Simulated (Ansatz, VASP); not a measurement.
## Rb: VASP beside Ansatz

INCAR

```
SYSTEM = Rb
PREC = Accurate
ENCUT = 520
EDIFF = 1E-6
ISMEAR = -1
SIGMA = 0.1
LREAL = .FALSE.
LASPH = .TRUE.
NELM = 80
ALGO = Normal
ISIF = 2
LWAVE = .FALSE.
LCHARG = .FALSE.
GGA = PE
NBANDS = 10
```

Contents of KPOINTS:

```
Automatic mesh
0
G
  10 10 10
  0 0 0
```

File POSCAR:

```
Rb
1.0
   -2.8359004032      2.8359004032      2.8359004032
    2.8359004032     -2.8359004032      2.8359004032
    2.8359004032      2.8359004032     -2.8359004032
Rb
1
Direct
    0.0000000000      0.0000000000      0.0000000000
```

Input for Ansatz:

```yaml
crystal:
  lattice:
    - [-2.8359004032, 2.8359004032, 2.8359004032]
    - [2.8359004032, -2.8359004032, 2.8359004032]
    - [2.8359004032, 2.8359004032, -2.8359004032]
  atoms:
    - { symbol: Rb, position: [0.0, 0.0, 0.0] }
kpoints:
  mp_grid: { grid: [10, 10, 10] }
scf:
  occupations: { method: fermi_dirac, width: 0.1 }
hamiltonian:
  xc: pbe
  pseudopotentials: { kind: nc }
output:
  forces: true
  stress: true
  eigenvalues: true
```

Change from the starting cell: volume scaled by 1, norm-conserving files.

Alike in both runs: task single point; functional PBE; k mesh 10 × 10 × 10; occupations fermi-dirac, width 0.1 eV; no spin polarisation.

```csv
,VASP,Ansatz
version,VASP 6.6.1,Ansatz 0.2.0
potentials or method,"VASP PAW PBE potentials, release 64 (Rb_sv)","norm-conserving pseudopotentials, scalar-relativistic"
plane-wave cutoff (eV),520,630
valence electrons in the cell,9,9
```

```tsv
	VASP	Ansatz	Ansatz less VASP
pressure (GPa)	0.0	0.0	0.00
```
